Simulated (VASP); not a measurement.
# Cs3H (Immm) in VASP: notebook, part 2 of 2

VASP 6.6.1. The steps go on from the part before.

### Step 3. Single point, PBE

This run uses another cell than the first one, of 78.98 Å³/atom.

File INCAR:

```
SYSTEM = Cs3H
PREC = Accurate ; ENCUT = 520
EDIFF = 1E-7 ; ISMEAR = 0
SIGMA = 0.1 ; LREAL = .FALSE.
LASPH = .TRUE. ; NELM = 80
ALGO = Fast ; ISIF = 2
LWAVE = .FALSE. ; LCHARG = .FALSE.
GGA = PE ; NBANDS = 22
```

File KPOINTS:

```
Automatic mesh
0
G
  6 6 6
  0 0 0
```

File POSCAR:

```
Cs3H
1.0
   -2.2940793236      4.6858637791      7.3469021679
    2.2940793236     -4.6858637791      7.3469021679
    2.2940793236      4.6858637791     -7.3469021679
Cs H
3 1
Direct
    0.6423491047      0.6423491047      0.0000000000
    0.3576508953      0.3576508953      0.0000000000
    0.0000000000      0.5000000000      0.5000000000
    0.5000000000      0.0000000000      0.5000000000
```

Potentials or basis: VASP PAW PBE potentials, release 64 (Cs_sv, H).

The run is started by

```bash
$ cat potpaw_PBE.64/Cs_sv/POTCAR potpaw_PBE.64/H/POTCAR > POTCAR
$ mpirun -np 1 vasp_std > vasp.out
```

OUTCAR:

```text
SYSTEM = Cs3H
   PREC = Accurate
   ENCUT = 520
   EDIFF = 1E-7
   ISMEAR = 0
   LREAL = .FALSE.
   LASPH = .TRUE.
   NELM = 80
   ISIF = 2
   GGA = PE

 ion  position               nearest neighbor table
   1  0.642  0.642  0.000-
   2  0.358  0.358  0.000-
   3  0.000  0.500  0.500-
   4  0.500  0.000  0.500-

  LATTYP: Found a body centered orthorhombic cell.
 ALAT       =     4.5881586472
 B/A-ratio  =     2.0425901279
 C/A-ratio  =     3.2025493157

  Lattice vectors:

 A1 = (  -2.2940793236,   4.6858637791,   7.3469021679)
 A2 = (   2.2940793236,  -4.6858637791,   7.3469021679)
 A3 = (   2.2940793236,   4.6858637791,  -7.3469021679)

Analysis of symmetry for initial positions (statically):
=====================================================================
 Subroutine PRICEL returns:
 Original cell was already a primitive cell.

 Routine SETGRP: Setting up the symmetry group for a
 body centered orthorhombic supercell.

 Subroutine GETGRP returns: Found  8 space group operations
 (whereof  8 operations were pure point group operations)
 out of a pool of  8 trial point group operations.

The static configuration has the point symmetry D_2h.

Analysis of symmetry for dynamics (positions and initial velocities):
=====================================================================
 Subroutine PRICEL returns:
 Original cell was already a primitive cell.

 Routine SETGRP: Setting up the symmetry group for a
 body centered orthorhombic supercell.

 Subroutine GETGRP returns: Found  8 space group operations
 (whereof  8 operations were pure point group operations)
 out of a pool of  8 trial point group operations.

The dynamic configuration has the point symmetry D_2h.

 Subroutine INISYM returns: Found  8 space group operations
 (whereof  8 operations are pure point group operations),
 and found     1 'primitive' translations

----------------------------------------------------------------------------------------

                                     Primitive cell

  volume of cell :     315.9092

  direct lattice vectors                    reciprocal lattice vectors
    -2.294079324  4.685863779  7.346902168     0.000000000  0.106703913  0.068055895
     2.294079324 -4.685863779  7.346902168     0.217952359  0.000000000  0.068055895
     2.294079324  4.685863779 -7.346902168     0.217952359  0.106703913  0.000000000

  length of vectors
     9.010942834  9.010942834  9.010942834     0.126559590  0.228330540  0.242670467

  position of ions in fractional coordinates (direct lattice)
     0.642349105  0.642349105  0.000000000
     0.357650895  0.357650895  0.000000000
     0.000000000  0.500000000  0.500000000
     0.500000000  0.000000000  0.500000000

  ion indices of the primitive-cell ions
   primitive index   ion index
                 1           1
                 2           2
                 3           3
                 4           4

----------------------------------------------------------------------------------------

 KPOINTS: Automatic mesh

Automatic generation of k-mesh.
 Grid dimensions read from file:
 generate k-points for:    6    6    6

 Generating k-lattice:

  Cartesian coordinates                     Fractional coordinates (reciprocal lattice)
     0.000000000  0.017783985  0.011342649     0.166666667  0.000000000  0.000000000
     0.036325393  0.000000000  0.011342649     0.000000000  0.166666667 -0.000000000
     0.036325393  0.017783985  0.000000000     0.000000000 -0.000000000  0.166666667

  Length of vectors
     0.021093265  0.038055090  0.040445078

  Shift w.r.t. Gamma in fractional coordinates (k-lattice)
     0.000000000  0.000000000  0.000000000

 Subroutine IBZKPT returns following result:
 ===========================================

 Found     46 irreducible k-points:

 Following reciprocal coordinates:
            Coordinates               Weight
  0.000000  0.000000  0.000000      1.000000
  0.166667  0.000000  0.000000      4.000000
  0.333333 -0.000000  0.000000      4.000000
  0.500000 -0.000000  0.000000      2.000000
  0.000000  0.166667  0.000000      4.000000
  0.166667  0.166667  0.000000      8.000000
[... 16 lines left out ...]
 -0.166667  0.166667  0.166667      2.000000
  0.166667  0.333333  0.166667      4.000000
 [... further k-points ...]
   k-points           NKPTS =     46   k-points in BZ     NKDIM =     46   number of bands    NBANDS=     22
   number of dos      NEDOS =    301   number of ions     NIONS =      4
   total plane-waves  NPLWV = 343000
   dimension x,y,z NGX =    70 NGY =   70 NGZ =   70
   dimension x,y,z NGXF=   140 NGYF=  140 NGZF=  140
   ions per type =               3   1
   NGX,Y,Z   is equivalent  to a cutoff of  12.91, 12.91, 12.91 a.u.
   NGXF,Y,Z  is equivalent  to a cutoff of  25.83, 25.83, 25.83 a.u.
 SYSTEM =  Cs3H
   PREC   = accura    normal or accurate (medium, high low for compatibility)
   ISTART =      0    job   : 0-new  1-cont  2-samecut
   ICHARG =      2    charge: 1-file 2-atom 10-const
   ISPIN  =      1    spin polarized calculation?
   LNONCOLLINEAR =      F non collinear calculations
   LSORBIT =      F    spin-orbit coupling
   LASPH  =      T    aspherical Exc in radial PAW
   ENCUT  =  520.0 eV  38.22 Ry    6.18 a.u.  16.75 16.75 16.75*2*pi/ulx,y,z
   NELM   =     80;   NELMIN=  2; NELMDL= -5     # of ELM steps
   EDIFF  = 0.1E-06   stopping-criterion for ELM
   LREAL  =      F    real-space projection
   EDIFFG = 0.1E-05   stopping-criterion for IOM
   NSW    =      0    number of steps for IOM
   IBRION =     -1    ionic relax: 0-MD 1-quasi-New 2-CG
   NFREE  =      0    steps in history (QN), initial steepest desc. (CG)
   ISIF   =      2    stress and relaxation
   ISYM   =      2    0-nonsym 1-usesym 2-fastsym
   POTIM  = 0.5000    time-step for ionic-motion
   TEBEG  =    0.0;   TEEND  =   0.0 temperature during run
   PSTRESS=    0.0 pullay stress
   NELECT =      28.0000    total number of electrons
   NUPDOWN=      -1.0000    fix difference up-down
   EMIN   =  10.00;   EMAX   =-10.00  energy-range for DOS
   EFERMI =   0.00;   METHOD = LEGACY
   ISMEAR =     0;   SIGMA  =   0.10  broadening in eV -4-tet -1-fermi 0-gaus
   EFERMI_NEDOS =   21; number of points for ismear=-14 and -15
   IALGO  =     68    algorithm
   IMIX   =      4    mixing-type and parameters
     AMIX     =   0.40;   BMIX     =  1.00
     AMIX_MAG =   1.60;   BMIX_MAG =  1.00
  volume/ion in A,a.u.               =      78.98       532.97
  Fermi-wavevector in a.u.,A,eV,Ry     =   0.729917  1.379343  7.248893  0.532779
  Thomas-Fermi vector in A             =   1.821758
   LORBIT       =      0    0 simple, 1 ext, 2 COOP (PROOUT), +10 PAW based schemes
   GGA     = PE    functional components
   LHFCALC =     F    Hartree Fock is set to
   AEXX    =    0.0000 exact exchange contribution
   IVDW    =     0    specifies the selected vdW correction
   LEPSILON=     F    determine dielectric tensor
   LRPA    =     F    only Hartree local field effects (RPA)
 non-spin polarized calculation
 RMM-DIIS sequential band-by-band and
 Gauss-broadening in eV      SIGMA  =   0.10
  energy-cutoff  :      520.00
  volume of cell :      315.91
 maximum number of plane-waves:      8542
 NGX is ok and might be reduce to    70
   NGX = 33   NGY = 33   NGZ = 33

 number of electron      27.9999999 magnetization

 Free energy of the ion-electron system (eV)
  ---------------------------------------------------
  ext. energy  EPLUGINS =         0.00000000
  ---------------------------------------------------
  free energy    TOTEN  =        -5.83475242 eV

  energy without entropy =       -5.82043644  energy(sigma->0) =       -5.82759443

 E-fermi :   0.6449     XC(G=0):  -5.6059

 val. band max:        0.6396957424   @ k =  -0.3333  -0.3333   0.1667
 cond. band min:       0.6451742567   @ k =  -0.3333   0.5000   0.1667
 fundamental gap:      0.0054785143
 Fermi energy:         0.6449343665

 k-point     1 :       0.0000    0.0000    0.0000
  band No.  band energies     occupation
      1     -23.4666      2.00000
      2     -22.9672      2.00000
      3     -22.9380      2.00000
      4     -10.3271      2.00000
      5     -10.2419      2.00000
      6     -10.1149      2.00000
[... 574 lines left out ...]
      6     -10.2017      2.00000
[... 14 lines left out ...]
     21       2.5526      0.00000
     22       2.7939      0.00000

 [... further k-points ...]

------------------------ aborting loop because EDIFF is reached ----------------------------------------

  FORCE on cell =-STRESS in cart. coord.  units (eV):
  Direction    XX          YY          ZZ          XY          YZ          ZX
  --------------------------------------------------------------------------------------
  -------------------------------------------------------------------------------------
  Total       -0.0587205      0.0570946     -0.1584531      0.0000000      0.0000000      0.0000000
  in kB       -0.2978091      0.2895633     -0.8036166      0.0000000      0.0000000      0.0000000
  external PRESSURE =      -0.2706208 kB  Pullay stress =       0.0000000 kB

 VOLUME and BASIS-vectors are now :
 -----------------------------------------------------------------------------
  energy-cutoff  :      520.00
  volume of cell :      315.91
      direct lattice vectors                 reciprocal lattice vectors
    -2.294079324  4.685863779  7.346902168     0.000000000  0.106703913  0.068055895
     2.294079324 -4.685863779  7.346902168     0.217952359  0.000000000  0.068055895
     2.294079324  4.685863779 -7.346902168     0.217952359  0.106703913  0.000000000

 POSITION                                       TOTAL-FORCE (eV/Angst)
 -----------------------------------------------------------------------------------
      0.00000      0.00000      9.43855         0.000000     -0.000000      0.009673
      0.00000      0.00000      5.25525        -0.000000     -0.000000     -0.009673
      2.29408      0.00000      0.00000        -0.000000      0.000000     -0.000000
      0.00000      4.68586      0.00000        -0.000000      0.000000     -0.000000
 -----------------------------------------------------------------------------------
    total drift:                                0.000000      0.000000     -0.000000

  FREE ENERGIE OF THE ION-ELECTRON SYSTEM (eV)
  ---------------------------------------------------
  free  energy   TOTEN  =        -5.8347524181 eV

  energy  without entropy=       -5.8204364420  energy(sigma->0) =       -5.82759443
```

OSZICAR:

```text
N       E                     dE             d eps       ncg     rms          rms(c)
DAV:   1     0.215140862641E+03    0.21514E+03   -0.95982E+03  2024   0.943E+02
DAV:   2     0.218690870434E+02   -0.19327E+03   -0.18894E+03  2726   0.173E+02
DAV:   3    -0.662923264626E+01   -0.28498E+02   -0.28434E+02  2576   0.736E+01
DAV:   4    -0.718053913373E+01   -0.55131E+00   -0.55103E+00  2444   0.130E+01
DAV:   5    -0.718609079030E+01   -0.55517E-02   -0.55509E-02  2842   0.123E+00    0.412E+00
RMM:   6    -0.610608380251E+01    0.10800E+01   -0.99906E-01  2280   0.188E+00    0.181E+00
RMM:   7    -0.582490390188E+01    0.28118E+00   -0.17465E+00  2869   0.232E+00    0.114E+00
RMM:   8    -0.593459134391E+01   -0.10969E+00   -0.49492E-01  2800   0.140E+00    0.130E+00
RMM:   9    -0.583422030328E+01    0.10037E+00   -0.22274E-01  2929   0.842E-01    0.322E-01
RMM:  10    -0.583390597868E+01    0.31432E-03   -0.33962E-02  2915   0.358E-01    0.102E-01
RMM:  11    -0.583459296594E+01   -0.68699E-03   -0.45641E-03  2828   0.153E-01    0.297E-02
RMM:  12    -0.583474175799E+01   -0.14879E-03   -0.13943E-03  2876   0.855E-02    0.120E-02
RMM:  13    -0.583476383928E+01   -0.22081E-04   -0.20681E-04  2678   0.422E-02    0.153E-02
RMM:  14    -0.583475424655E+01    0.95927E-05   -0.48439E-05  2845   0.173E-02    0.944E-03
RMM:  15    -0.583475186160E+01    0.23849E-05   -0.31169E-05  2762   0.106E-02    0.124E-03
RMM:  16    -0.583475218877E+01   -0.32717E-06   -0.38515E-06  2410   0.460E-03    0.895E-04
RMM:  17    -0.583475236423E+01   -0.17546E-06   -0.96999E-07  2280   0.191E-03    0.616E-04
RMM:  18    -0.583475241807E+01   -0.53832E-07   -0.10648E-07  1944   0.102E-03
   1 F= -.58347524E+01 E0= -.58275944E+01  d E =-.143160E-01
```

stdout:

```text
POSCAR found type information on POSCAR CsH
 POSCAR found :  2 types and       4 ions
 scaLAPACK will be used
 LDA part: xc-table for (Slater+PW92), standard interpolation
 POSCAR, INCAR and KPOINTS ok, starting setup
 FFT: planning ... GRIDC
 FFT: planning ... GRID_SOFT
 FFT: planning ... GRID
 WAVECAR not read
 entering main loop
```

Run time: 32 min. Hardware: 1 thread of Oxide Virtual Turin-like, shared host; peak memory 0.81 GiB.

Results:

```yaml
Free_energy: -5.8348 eV
Pressure: 0.0 GPa
Largest_force: 0.010 eV/Å
Band_gap_on_the_k_mesh: zero (bands 14 and 15 overlap by 1.15 eV)
```

Forces on the atoms (eV/Å):
```
Cs   0.000  0.000  0.010
Cs   0.000  0.000 -0.010
Cs   0.000  0.000  0.000
H    0.000  0.000  0.000
```

Caveat: spin-orbit coupling is left out, which moves the levels of the heavy elements.
